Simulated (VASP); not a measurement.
A run of VASP 6.6.1:

Contents of INCAR:

```
SYSTEM = TiRh3
PREC = Accurate
ENCUT = 600
EDIFF = 1E-7
ISMEAR = 0
SIGMA = 0.1
LREAL = .False.
LASPH = .True.
NELM = 60
ALGO = Fast
ISIF = 3
LWAVE = .False.
LCHARG = .False.
GGA = CA
IBRION = 2
NSW = 70
EDIFFG = -0.005
```

The input KPOINTS:

```
regular mesh
0
Gamma
  12 12 12
  0 0 0
```

File POSCAR:

```
TiRh3
1.0
    3.8484042332      0.0000000000      0.0000000000
    0.0000000000      3.8484042332      0.0000000000
    0.0000000000      0.0000000000      3.8484042332
Ti Rh
1 3
Direct
    0.0000000000      0.0000000000      0.0000000000
    0.0000000000      0.5000000000      0.5000000000
    0.5000000000      0.0000000000      0.5000000000
    0.5000000000      0.5000000000      0.0000000000
```

Potentials or basis: VASP PAW LDA potentials, release 64 (Ti_sv, Rh_pv).

Run with:

```sh
$ cat potpaw_LDA.64/Ti_sv/POTCAR potpaw_LDA.64/Rh_pv/POTCAR > POTCAR
$ mpirun -np 1 vasp_std > vasp.out
```

Hardware: 1 thread of AMD EPYC 7R13 Processor (Zen 3), with other jobs on the host.

**Question.** Estimate the wall time of this run.

**Answer.** Run time: 28 min on 1 thread of AMD EPYC 7R13 Processor (Zen 3), with other jobs on the host, peak memory 0.26 GiB. Counts: scf iterations 135, k points 84, ion steps 7.
